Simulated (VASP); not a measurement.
# Ta2N (P-31m) in VASP: a series of runs, part 2 of 2

VASP 6.6.1.

### Step 4. Relaxation of shape and atoms at fixed volume, LDA (12.08 Å³/atom)

This run uses another cell than the first one, of 12.08 Å³/atom.

Contents of INCAR:

```
ALGO     = Fast           # electronic algorithm
EDIFF    = 1E-7           # SCF threshold, eV
EDIFFG   = -0.01          # ionic threshold
ENCUT    = 600            # plane-wave cutoff, eV
GGA      = CA             # functional
IBRION   = 2              # ionic algorithm
ISIF     = 4              # what is computed and relaxed
ISMEAR   = 0              # smearing method
LASPH    = T              # aspherical terms in the spheres
LCHARG   = F              # write CHGCAR
LREAL    = F              # projectors in reciprocal space
LWAVE    = F              # write WAVECAR
NELM     = 100            # most SCF steps
NSW      = 50             # ionic steps
PREC     = Accurate       # precision mode
SIGMA    = 0.1            # smearing width, eV
```

Contents of KPOINTS:

```
k-points
0
Gamma
  9 9 8
```

Contents of POSCAR:

```
Ta2N
1.0
    5.1198697749      0.0000000029      0.0000000000
   -2.5599348899      4.4339372877      0.0000000000
    0.0000000000      0.0000000000      4.7879758724
Ta N
6 3
Direct
    0.6665870767      0.6665870767      0.7530758747
    0.0000000000      0.3334129233      0.7530758747
    0.3334129233      0.0000000000      0.7530758747
    0.3334129233      0.3334129233      0.2469241253
    0.0000000000      0.6665870767      0.2469241253
    0.6665870767      0.0000000000      0.2469241253
    0.6666666667      0.3333333333      0.5000000000
    0.3333333333      0.6666666667      0.5000000000
    0.0000000000      0.0000000000      0.0000000000
```

Potentials or basis: VASP PAW LDA potentials, release 64 (Ta_pv, N).

Started as:

```
> cat potpaw_LDA.64/Ta_pv/POTCAR potpaw_LDA.64/N/POTCAR > POTCAR
> mpirun -np 1 vasp_std > vasp.out
```

OUTCAR:

```text
EDIFF = 1E-7
   EDIFFG = -0.01
   ENCUT = 600
   GGA = CA
   IBRION = 2
   ISIF = 4
   ISMEAR = 0
   LASPH = T
   LREAL = F
   NELM = 100
   NSW = 50
   PREC = Accurate

 ion  position               nearest neighbor table
   1  0.667  0.667  0.753-   9 2.08   7 2.09   8 2.09   4 2.92   6 2.92   5 2.92   3 2.96   2 2.96
                             3 2.96   2 2.96   2 2.96   3 2.96   4 2.96   6 2.96   5 2.96
   2  0.000  0.333  0.753-   9 2.08   7 2.09   8 2.09   5 2.92   4 2.92   6 2.92   1 2.96   3 2.96
                             1 2.96   3 2.96   3 2.96   1 2.96   5 2.96   4 2.96   6 2.96
   3  0.333  0.000  0.753-   9 2.08   8 2.09   7 2.09   6 2.92   4 2.92   5 2.92   1 2.96   1 2.96
                             2 2.96   2 2.96   2 2.96   1 2.96   6 2.96   4 2.96   5 2.96
   4  0.333  0.333  0.247-   9 2.08   8 2.09   7 2.09   1 2.92   3 2.92   2 2.92   6 2.96   5 2.96
                             6 2.96   5 2.96   5 2.96   6 2.96   1 2.96   3 2.96   2 2.96
   5  0.000  0.667  0.247-   9 2.08   8 2.09   7 2.09   2 2.92   1 2.92   3 2.92   4 2.96   6 2.96
                             4 2.96   6 2.96   6 2.96   4 2.96   2 2.96   1 2.96   3 2.96
   6  0.667  0.000  0.247-   9 2.08   7 2.09   8 2.09   3 2.92   1 2.92   2 2.92   4 2.96   4 2.96
                             5 2.96   5 2.96   5 2.96   4 2.96   3 2.96   1 2.96   2 2.96
[... 390 lines left out ...]
 cond. band min:       8.3727703197   @ k =  -0.3333  -0.3333   0.1250
 fundamental gap:      0.0114690770
 Fermi energy:         8.3625705540

 k-point     1 :       0.0000    0.0000    0.0000
  band No.  band energies     occupation
      1     -27.3436      2.00000
      2     -26.8275      2.00000
      3     -26.5686      2.00000
      4     -26.5686      2.00000
      5     -26.5388      2.00000
      6     -26.5388      2.00000
[... 1213 lines left out ...]
     47      11.0681      0.00000
     48      11.5689      0.00000

 [... further k-points ...]
[... 5 lines left out ...]
  --------------------------------------------------------------------------------------
  -------------------------------------------------------------------------------------
  Total       16.5664085     16.5664085     16.5989404      0.0000000      0.0000000      0.0000000
  in kB      244.1959931    244.1959931    244.6755283      0.0000000      0.0000000      0.0000000
  external PRESSURE =     244.3558382 kB  Pullay stress =       0.0000000 kB
[... 24 lines left out ...]
  FREE ENERGIE OF THE ION-ELECTRON SYSTEM (eV)
  ---------------------------------------------------
  free  energy   TOTEN  =      -113.5491066972 eV

  energy  without entropy=     -113.5352191768  energy(sigma->0) =     -113.54216294

 reached required accuracy - stopping structural energy minimisation
```

CONTCAR:

```text
Ta2N
   1.00000000000000
     5.1175264022187568    0.0000000029078810    0.0000000000000000
    -2.5587632035502832    4.4319078674283547    0.0000000000000000
     0.0000000000000000   -0.0000000000000000    4.7923618119524622
  Ta              N
     6     3
Direct
     0.6661182224536525    0.6661182224536525    0.7536540610328070
     0.0000000000000002    0.3338817775463471    0.7536540610328070
     0.3338817775463473    0.0000000000000004    0.7536540610328070
     0.3338817775463476    0.3338817775463475    0.2463459389671931
     0.9999999999999997    0.6661182224536529    0.2463459389671931
     0.6661182224536528    0.9999999999999997    0.2463459389671931
     0.6666666667000030    0.3333333332999970    0.5000000000000000
     0.3333333332999970    0.6666666667000030    0.5000000000000000
     0.0000000000000000    0.0000000000000000    0.0000000000000000

  0.00000000E+00  0.00000000E+00  0.00000000E+00
  0.00000000E+00  0.00000000E+00  0.00000000E+00
  0.00000000E+00  0.00000000E+00  0.00000000E+00
  0.00000000E+00  0.00000000E+00  0.00000000E+00
  0.00000000E+00  0.00000000E+00  0.00000000E+00
  0.00000000E+00  0.00000000E+00  0.00000000E+00
  0.00000000E+00  0.00000000E+00  0.00000000E+00
  0.00000000E+00  0.00000000E+00  0.00000000E+00
  0.00000000E+00  0.00000000E+00  0.00000000E+00
```

Run time: 45 min. Hardware: 1 thread of Oxide Virtual Turin-like, shared host; peak memory 0.44 GiB.

What came out:

| Property | Result |
| --- | --- |
| Free energy | -113.5491 eV |
| Energy gained by relaxing | 0.1 meV/atom |
| Ionic steps | 5 |
| Pressure after relaxing | 24.4 GPa |
| Band gap on the k mesh | zero (an odd number of electrons rules out a gap without spin polarisation) |

Step by step:
```tsv
step	energy change (eV)	largest force (eV/Å)	pressure (GPa)	volume (Å³)
1	0.0000	0.0905	24.52	108.69
2	-0.0007	0.0744	24.42	108.69
3	-0.0009	0.0416	24.45	108.69
4	-0.0010	0.0286	24.43	108.69
5	-0.0011	0.0011	24.44	108.69
```

Final structure:
```
Ta N
1.0
     5.11753    0.00000    0.00000
    -2.55876    4.43191    0.00000
     0.00000    0.00000    4.79236
Ta N
6 3
Cartesian
  1.7044 2.9522 3.6118
  -0.8543 1.4797 3.6118
  1.7086 0.0000 3.6118
  0.8543 1.4797 1.1806
  3.4131 2.9522 1.1806
  0.8501 4.4319 1.1806
  2.5588 1.4773 2.3962
  0.0000 2.9546 2.3962
  0.0000 0.0000 0.0000
```

Caveat: spin-orbit coupling is left out, which moves the levels of the heavy elements.

### Step 5. Summary

```tsv
task	cell	cutoff (eV)	gap on the mesh (eV)	pressure (GPa)	largest force (eV/Å)
single point	a = 5.061, b = 5.061, c = 4.744 Å, angles 90.0, 90.0, 120.0°, 9 atoms, atomic positions A	520	none	38.9	0.03
single point	a = 5.118, b = 5.118, c = 4.792 Å, angles 90.0, 90.0, 120.0°, 9 atoms, atomic positions B	520	none	24.5	0.02
relaxation of shape and atoms at fixed volume	relaxed from a = 5.120, b = 5.120, c = 4.788 Å, angles 90.0, 90.0, 120.0°, 9 atoms, atomic positions C	600	none	24.4	-
```

Alike in all rows: level LDA; potentials or basis VASP PAW LDA potentials, release 64 (Ta_pv, N); no spin polarisation; k mesh 9 × 9 × 8; smearing gaussian 0.1 eV.

Caveats: spin-orbit coupling is left out, which moves the levels of the heavy elements; the cell stands under pressure (at least some runs).

Absolute energies hang on the potentials; compare differences alone.

The gap in the log of VASP goes by the Fermi energy; the results here count the filled bands.